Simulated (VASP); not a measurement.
# H10C20N in VASP: notebook

H10C20N is run at these levels: PBEsol; tasks: single point.

Program: VASP 6.6.1. These are calculated values, not measurements. Logs are shortened: lines on timing, memory, paths and dates and some standing lists are left out, and cuts for length are marked.

## (1) The cell of the first run

The cell holds a slab with vacuum, 31 atoms: a = 5.049 Å, b = 5.049 Å, c = 17.165 Å, α = 90.00°, β = 90.00°, γ = 90.00°.

## (2) Single point, PBEsol, collinear spin, ferromagnetic start

Input file INCAR:

```
PREC = Accurate ; ENCUT = 520
EDIFF = 1E-6 ; ISMEAR = -1
SIGMA = 0.02 ; LREAL = Auto
LASPH = T ; NELM = 150
ALGO = Normal ; ISIF = 2
LWAVE = F ; LCHARG = F
ISPIN = 2 ; MAGMOM = 0 0 0 0 0 0 0 0 0 0 0 0 0 0 0 0 0 0 0 0 0 0 0 0 0 0 0 0 0 0 1
LORBIT = 11 ; GGA = PS
NBANDS = 72
```

Input file KPOINTS:

```
regular mesh
0
Gamma
  2 2 1
```

Input file POSCAR:

```
H10C20N
1.0
    5.0487420000      0.0000000000      0.0000000000
    0.0000000000      5.0487420000      0.0000000000
    0.0000000000      0.0000000000     17.1647000000
H C N
10 20 1
Direct
    0.4277897346      0.0000000000      0.0582591015
    0.0722160095      0.0000000000      0.0582591015
    0.9277954786      0.0000000000      0.0582591015
    0.5722217535      0.0000000000      0.0582591015
    0.4277897346      0.5000057440      0.0582591015
    0.0722160095      0.5000057440      0.0582591015
    0.9277954786      0.5000057440      0.0582591015
    0.5722217535      0.5000057440      0.0582591015
    0.1952961748      0.4142021914      0.4973637757
    0.3731226511      0.1255956434      0.4945906424
    0.2500028720      0.0000000000      0.0952361533
    0.7500086160      0.0000000000      0.0952361533
    0.2500028720      0.5000057440      0.0952361533
    0.7500086160      0.5000057440      0.0952361533
    0.2500028720      0.2500028720      0.1472324014
    0.7500086160      0.2500028720      0.1472324014
    0.2500028720      0.7500086160      0.1472324014
    0.7500086160      0.7500086160      0.1472324014
   -0.0003961383      0.2590942457      0.1946028768
    0.5003622685      0.2591338595      0.1945970509
   -0.0000792277      0.7474733310      0.2108280366
    0.5000849717      0.7474931379      0.2107872552
   -0.0000198069      0.0128744943      0.2493606064
    0.4999661302      0.0129339150      0.2493314768
    0.0000000000      0.4643136845      0.2574586215
    0.4999859371      0.4643929121      0.2574644474
    0.2499038374      0.1186830303      0.2874678847
    0.7499888091      0.1184849612      0.2878290911
    0.2500028720      0.4031499332      0.3002965388
    0.7499491953      0.4040412443      0.3008616521
    0.2984307774      0.2828823497      0.4585981695
```

Potentials or basis: VASP PAW PBE potentials, release 64 (H, C, N).

Launch:

```bash
> cat potpaw_PBE.64/H/POTCAR potpaw_PBE.64/C/POTCAR potpaw_PBE.64/N/POTCAR > POTCAR
> mpirun -np 1 vasp_std > vasp.out
```

OUTCAR:

```text
PREC = Accurate
   ENCUT = 520
   EDIFF = 1E-6
   ISMEAR = -1
   LREAL = Auto
   LASPH = T
   NELM = 150
   ISIF = 2
   ISPIN = 2
   LORBIT = 11
   GGA = PS

 ion  position               nearest neighbor table
   1  0.428  0.000  0.058-   4 0.73  11 1.10
   2  0.072  0.000  0.058-   3 0.73  11 1.10
   3  0.928  0.000  0.058-   2 0.73  12 1.10
   4  0.572  0.000  0.058-   1 0.73  12 1.10
   5  0.428  0.500  0.058-   8 0.73  13 1.10
   6  0.072  0.500  0.058-   7 0.73  13 1.10
   7  0.928  0.500  0.058-   6 0.73  14 1.10
   8  0.572  0.500  0.058-   5 0.73  14 1.10
   9  0.195  0.414  0.497-  31 1.07
  10  0.373  0.126  0.495-  31 1.07
  11  0.250  0.000  0.095-   2 1.10   1 1.10  17 1.55  15 1.55
  12  0.750  0.000  0.095-   4 1.10   3 1.10  18 1.55  16 1.55
  13  0.250  0.500  0.095-   6 1.10   5 1.10  15 1.55  17 1.55
  14  0.750  0.500  0.095-   8 1.10   7 1.10  16 1.55  18 1.55
  15  0.250  0.250  0.147-  20 1.50  19 1.50  13 1.55  11 1.55
  16  0.750  0.250  0.147-  19 1.50  20 1.50  14 1.55  12 1.55
[... 8 lines left out ...]
  25  0.000  0.464  0.257-  29 1.49  19 1.50  30 1.50  21 1.64
  26  0.500  0.464  0.257-  29 1.49  20 1.50  30 1.50  22 1.64
  27  0.250  0.119  0.287-  29 1.45  23 1.52  24 1.52
  28  0.750  0.118  0.288-  30 1.46  23 1.52  24 1.52
  29  0.250  0.403  0.300-  27 1.45  26 1.49  25 1.49
  30  0.750  0.404  0.301-  28 1.46  26 1.50  25 1.50
  31  0.298  0.283  0.459-   9 1.07  10 1.07

  LATTYP: Found a simple tetragonal cell.
 ALAT       =     5.0487420000
 C/A-ratio  =     3.3997974149

  Lattice vectors:

 A1 = (   5.0487420000,   0.0000000000,   0.0000000000)
 A2 = (   0.0000000000,   5.0487420000,   0.0000000000)
 A3 = (   0.0000000000,   0.0000000000,  17.1647000000)

Analysis of symmetry for initial positions (statically):
=====================================================================
 Subroutine PRICEL returns:
 Original cell was already a primitive cell.

 Routine SETGRP: Setting up the symmetry group for a
 simple tetragonal supercell.

 Subroutine GETGRP returns: Found  1 space group operations
 (whereof  1 operations were pure point group operations)
 out of a pool of 16 trial point group operations.

The static configuration has the point symmetry C_1 .

Analysis of symmetry for dynamics (positions and initial velocities):
=====================================================================
 Subroutine PRICEL returns:
 Original cell was already a primitive cell.

 Routine SETGRP: Setting up the symmetry group for a
[... 196 lines left out ...]

 Free energy of the ion-electron system (eV)
  ---------------------------------------------------
  ext. energy  EPLUGINS =         0.00000000
  ---------------------------------------------------
  free energy    TOTEN  =      -209.92467704 eV

  energy without entropy =     -209.91515077  energy(sigma->0) =     -209.91991390

 E-fermi :   0.7131     XC(G=0):  -5.5307

 val. band max:        0.6838810852   @ k =   0.0000   0.5000   0.0000
 cond. band min:       0.7328777273   @ k =   0.5000   0.5000   0.0000
 fundamental gap:      0.0489966421
 Fermi energy:         0.7131424656

 spin component 1

 k-point     1 :       0.0000    0.0000    0.0000
  band No.  band energies     occupation
      1     -21.2226      1.00000
      2     -18.8579      1.00000
      3     -17.0779      1.00000
      4     -16.5111      1.00000
      5     -16.3481      1.00000
      6     -16.0055      1.00000
[... 237 lines left out ...]
     58       5.8968      0.00000
     59       5.9946      0.00000
 Fermi energy:         0.7131424656

 spin component 2

 k-point     1 :       0.0000    0.0000    0.0000
  band No.  band energies     occupation
      1     -21.2246      1.00000
      2     -18.8584      1.00000
      3     -17.0784      1.00000
      4     -16.5127      1.00000
      5     -16.3477      1.00000
      6     -16.0056      1.00000
[... 237 lines left out ...]
     58       5.9533      0.00000
     59       6.0114      0.00000
 [bands above 59 left out]

------------------------ aborting loop because EDIFF is reached ----------------------------------------

  FORCE on cell =-STRESS in cart. coord.  units (eV):
  Direction    XX          YY          ZZ          XY          YZ          ZX
  --------------------------------------------------------------------------------------
  -------------------------------------------------------------------------------------
  Total       76.6968025    -12.5978688     -4.8030099      0.8729912     -3.7802920      0.3163103
  in kB      280.8570096    -46.1322981    -17.5882038      3.1968176    -13.8430998      1.1583007
  external PRESSURE =      72.3788359 kB  Pullay stress =       0.0000000 kB

 VOLUME and BASIS-vectors are now :
 -----------------------------------------------------------------------------
  energy-cutoff  :      520.00
  volume of cell :      437.52
      direct lattice vectors                 reciprocal lattice vectors
     5.048742000  0.000000000  0.000000000     0.198069143  0.000000000  0.000000000
     0.000000000  5.048742000  0.000000000     0.000000000  0.198069143  0.000000000
     0.000000000  0.000000000 17.164700000     0.000000000  0.000000000  0.058259102

 POSITION                                       TOTAL-FORCE (eV/Angst)
 -----------------------------------------------------------------------------------
      2.15980      0.00000      1.00000        -8.840256     -0.048141     -0.008728
      0.36460      0.00000      1.00000         8.846711     -0.046854     -0.007894
      4.68420      0.00000      1.00000        -8.847129     -0.046351     -0.007556
      2.88900      0.00000      1.00000         8.841965     -0.048191     -0.008765
      2.15980      2.52440      1.00000        -8.819129      0.067570     -0.046506
      0.36460      2.52440      1.00000         8.826147      0.066558     -0.045926
[... 23 lines left out ...]
      3.78630      2.03990      5.16420         0.027300     -4.299380     -1.049442
      1.50670      1.42820      7.87170         0.222421      0.127118      1.426041
 -----------------------------------------------------------------------------------
    total drift:                               -0.005449     -0.019277     -0.044509

  FREE ENERGIE OF THE ION-ELECTRON SYSTEM (eV)
  ---------------------------------------------------
  free  energy   TOTEN  =      -209.9246770415 eV

  energy  without entropy=     -209.9151507661  energy(sigma->0) =     -209.91991390

 total charge

# of ion       s       p       d       tot
------------------------------------------
    1        0.735   0.101   0.000   0.836
    2        0.735   0.101   0.000   0.836
    3        0.735   0.101   0.000   0.836
    4        0.735   0.101   0.000   0.836
    5        0.736   0.101   0.000   0.837
    6        0.736   0.101   0.000   0.837
[... 23 lines left out ...]
   30        0.828   1.707   0.000   2.536
   31        1.290   2.357   0.000   3.647
--------------------------------------------------
tot         25.116  37.812   0.000  62.929

 magnetization (x)

# of ion       s       p       d       tot
------------------------------------------
    1       -0.000   0.000   0.000  -0.000
    2       -0.000   0.000   0.000   0.000
    3        0.000   0.000   0.000   0.000
    4        0.000   0.000   0.000   0.000
    5        0.000  -0.000   0.000  -0.000
    6        0.000  -0.000   0.000   0.000
[... 23 lines left out ...]
   30        0.001   0.001   0.000   0.002
   31        0.017   0.553   0.000   0.570
--------------------------------------------------
tot         -0.002   0.576   0.000   0.574
```

Wall time 6.6 min (1 thread of AMD EPYC 9R45 (Zen 5), shared host); peak memory 0.67 GiB.

What came out:

```
Free energy                                           : -209.9247 eV
Largest force                                         : 8.847 eV/Å
Band gap on the k mesh                                : 0.05 eV (least direct gap 0.12 eV)
Net moment                                            : 0.91 μB per cell
Site moments                                          : H -0.00, +0.00, -0.01 (each value once); C +0.00, -0.00, -0.04, +0.05 (each value once); N +0.57 μB
Valence electrons inside the program's atomic spheres : H 0.84, 0.66 (each value once); C 2.67, 2.60, 2.61, 2.44, 2.63, 2.59, 2.56, 2.51, 2.50, 2.54 (each value once); N 3.65
```

Forces in eV/Å, atoms in the order of the input:
```
H   -8.840 -0.048 -0.009
H    8.847 -0.047 -0.008
H   -8.847 -0.046 -0.008
H    8.842 -0.048 -0.009
H   -8.819  0.068 -0.047
H    8.826  0.067 -0.046
H   -8.829  0.067 -0.047
H    8.824  0.069 -0.048
H    0.506 -0.966 -0.522
H   -0.622  0.897 -0.447
C   -0.003 -0.260  1.888
C   -0.002 -0.263  1.887
C   -0.004  0.349  1.508
C    0.001  0.358  1.491
C    0.007  0.966 -3.505
C   -0.015  1.009 -3.585
C    0.003 -0.539  2.032
C   -0.002 -0.556  2.029
C    0.019 -1.508 -1.116
C   -0.030 -1.508 -1.127
C   -0.008 -0.932 -3.497
C    0.004 -0.922 -3.481
C    0.016  1.063  2.766
C   -0.026  1.074  2.752
C   -0.057  4.618 -0.506
C    0.050  4.613 -0.487
C   -0.050  0.420  1.541
C    0.013  0.536  1.526
C   -0.053 -4.358 -1.303
C    0.027 -4.299 -1.049
N    0.222  0.127  1.426
```

Levels at points of the mesh, in eV from the valence-band top:
Spin up:
| k point | band 46 | band 47 | band 48 | band 49 | band 50 | band 51 |
| --- | --- | --- | --- | --- | --- | --- |
| (0.00, 0.00, 0.00) | -1.02 | -0.79 | -0.24 | 0.57 | 1.62 | 1.81 |
| (0.50, 0.00, 0.00) | -2.26 | -1.32 | -0.97 | 1.23 | 1.40 | 2.99 |
| (0.00, 0.50, 0.00) | -0.75 | -0.71 | 0.00 | 0.45 | 1.17 | 2.75 |
| (0.50, 0.50, 0.00) | -2.28 | -1.03 | -0.72 | 1.08 | 1.26 | 3.76 |
Spin down:
```tsv
k point	band 45	band 46	band 47	band 48	band 49	band 50
(0.00, 0.00, 0.00)	-1.02	-0.67	-0.24	0.20	0.59	1.63
(0.50, 0.00, 0.00)	-2.37	-1.37	-0.82	0.08	1.24	1.40
(0.00, 0.50, 0.00)	-0.75	-0.58	0.00	0.12	0.47	1.19
(0.50, 0.50, 0.00)	-2.36	-1.08	-0.57	0.05	1.09	1.26
```

Caveat: the k points lie up to 0.62 Å⁻¹ apart; there is no dipole correction, which matters where the two faces differ; semilocal functionals underestimate gaps, and a narrow one can read as zero; the PAW data sets were made with another functional, which shifts forces and pressure a little.

## (3) Single point, PBEsol, collinear spin, ferromagnetic start

Input file INCAR:

```
  PREC = Accurate
  ENCUT = 520
  EDIFF = 1E-6
  ISMEAR = -1
  SIGMA = 0.02
  LREAL = Auto
  LASPH = T
  NELM = 150
  ALGO = Normal
  ISIF = 2
  LWAVE = F
  LCHARG = F
  ISPIN = 2
  MAGMOM = 0 0 0 0 0 0 0 0 0 0 0 0 0 0 0 0 0 0 0 0 0 0 0 0 0 0 0 0 0 0 1
  LORBIT = 11
  GGA = PS
  NBANDS = 72
```

Input file KPOINTS:

```
Automatic mesh
0
Gamma
  2 2 1
```

Input file POSCAR:

```
H10C20N
1.0
    5.0487420000      0.0000000000      0.0000000000
    0.0000000000      5.0487420000      0.0000000000
    0.0000000000      0.0000000000     17.1647000000
H C N
10 20 1
Direct
    0.4277897346      0.0000000000      0.0582591015
    0.0722160095      0.0000000000      0.0582591015
    0.9277954786      0.0000000000      0.0582591015
    0.5722217535      0.0000000000      0.0582591015
    0.4277897346      0.5000057440      0.0582591015
    0.0722160095      0.5000057440      0.0582591015
    0.9277954786      0.5000057440      0.0582591015
    0.5722217535      0.5000057440      0.0582591015
    0.1813521071      0.3174454151      0.4096430465
    0.3817386589      0.1132559358      0.3849761429
    0.2500028720      0.0000000000      0.0952361533
    0.7500086160      0.0000000000      0.0952361533
    0.2500028720      0.5000057440      0.0952361533
    0.7500086160      0.5000057440      0.0952361533
    0.2500028720      0.2500028720      0.1472324014
    0.7500086160      0.2500028720      0.1472324014
    0.2500028720      0.7500086160      0.1472324014
    0.7500086160      0.7500086160      0.1472324014
    0.0013666771      0.2407728499      0.1924764196
    0.4994115366      0.2414462850      0.1924531160
   -0.0009309250      0.7727865674      0.2054099402
    0.5004414961      0.7726083052      0.2055963693
   -0.0019410776      0.0316316421      0.2567944677
    0.4989163637      0.0328794777      0.2573129737
    0.0002772968      0.4777625793      0.2543650632
    0.5000057440      0.4765741644      0.2537242131
    0.2483192843      0.0828127086      0.2995974296
    0.7490380772      0.0985195916      0.3004887939
    0.2543405862      0.3856802348      0.2932064062
    0.7492757602      0.3839372263      0.2907828275
    0.3837787710      0.3082550069      0.4114141232
```

Potentials or basis: VASP PAW PBE potentials, release 64 (H, C, N).

Launch:

```bash
> cat potpaw_PBE.64/H/POTCAR potpaw_PBE.64/C/POTCAR potpaw_PBE.64/N/POTCAR > POTCAR
> mpirun -np 1 vasp_std > vasp.out
```

Run time: 6 min. Hardware: 1 thread of AMD EPYC 9R45 (Zen 5), shared host; peak memory 0.67 GiB.

The run converged. Its results:

- Free energy: -210.4998 eV
- Largest force: 8.956 eV/Å
- Band gap on the k mesh: 0.54 eV
- Net moment: 1.00 μB per cell
- Site moments: H +0.00, -0.00, +0.01 (each value once); C +0.00, -0.00, +0.01, +0.32, -0.06, +0.02 (each value once); N +0.33 μB
- Valence electrons inside the program's atomic spheres: H 0.84, 0.73, 0.66 (each value once); C 2.68, 2.67, 2.63, 2.61, 2.48, 2.62, 2.41, 2.40, 2.58, 2.57, 2.50, 2.53, 2.54, 2.46 (each value once); N 3.68

Forces on the atoms (eV/Å):
```
H   -8.929 -0.018 -0.012
H    8.934 -0.024 -0.017
H   -8.930 -0.023 -0.016
H    8.909 -0.004  0.006
H   -8.953  0.063  0.071
H    8.955  0.066  0.065
H   -8.954  0.053  0.065
H    8.952  0.045  0.068
H   -0.956  0.314  1.398
H    0.520 -0.091  0.909
C   -0.015 -0.312  0.672
C    0.063 -0.313  0.729
C   -0.019  0.264  1.627
C   -0.001  0.258  1.631
C    0.094 -0.670 -4.081
C    0.006 -0.700 -3.668
C    0.003  1.702  1.650
C   -0.052  1.558  1.561
C    0.135  1.933  2.113
C   -0.018  1.842  1.837
C   -0.045 -3.861 -0.141
C    0.035 -3.810 -0.206
C    0.024 -3.837 -1.563
C    0.177 -4.022 -2.093
C    0.289  2.258 -0.112
C    0.136  2.173 -0.838
C   -0.002  2.618 -1.638
C    0.124  3.266 -1.437
C    0.459 -0.158  2.480
C    0.191 -1.255  0.799
N   -1.131  0.686 -1.857
```

Levels at points of the mesh, in eV from the valence-band top:
Spin up:
| k point | band 44 | band 45 | band 46 | band 47 | band 48 | band 49 | band 50 | band 51 | band 52 | band 53 |
| --- | --- | --- | --- | --- | --- | --- | --- | --- | --- | --- |
| (0.00, 0.00, 0.00) | -2.23 | -1.50 | -0.71 | -0.53 | -0.15 | 0.75 | 1.91 | 2.32 | 3.43 | 3.68 |
| (0.50, 0.00, 0.00) | -2.21 | -2.15 | -1.89 | -1.25 | -0.55 | 1.27 | 1.65 | 3.51 | 3.52 | 4.53 |
| (0.00, 0.50, 0.00) | -2.08 | -1.28 | -0.55 | -0.51 | -0.01 | 0.61 | 1.64 | 3.18 | 3.30 | 3.44 |
| (0.50, 0.50, 0.00) | -3.04 | -2.91 | -1.67 | -0.91 | -0.48 | 1.09 | 1.59 | 4.11 | 4.14 | 4.21 |
Spin down:
```tsv
k point	band 43	band 44	band 45	band 46	band 47	band 48	band 49	band 50	band 51	band 52
(0.00, 0.00, 0.00)	-2.38	-2.04	-1.32	-0.71	-0.15	0.61	0.93	2.06	2.33	3.44
(0.50, 0.00, 0.00)	-2.54	-2.19	-2.13	-1.64	-1.22	0.74	1.33	1.85	3.52	3.53
(0.00, 0.50, 0.00)	-2.70	-1.86	-1.11	-0.52	0.00	0.54	0.87	1.78	3.19	3.32
(0.50, 0.50, 0.00)	-3.09	-3.04	-2.70	-1.36	-0.88	0.83	1.17	1.76	4.12	4.14
```

Caveat: the k points lie up to 0.62 Å⁻¹ apart; there is no dipole correction, which matters where the two faces differ; semilocal functionals underestimate gaps, and a narrow one can read as zero; the PAW data sets were made with another functional, which shifts forces and pressure a little.
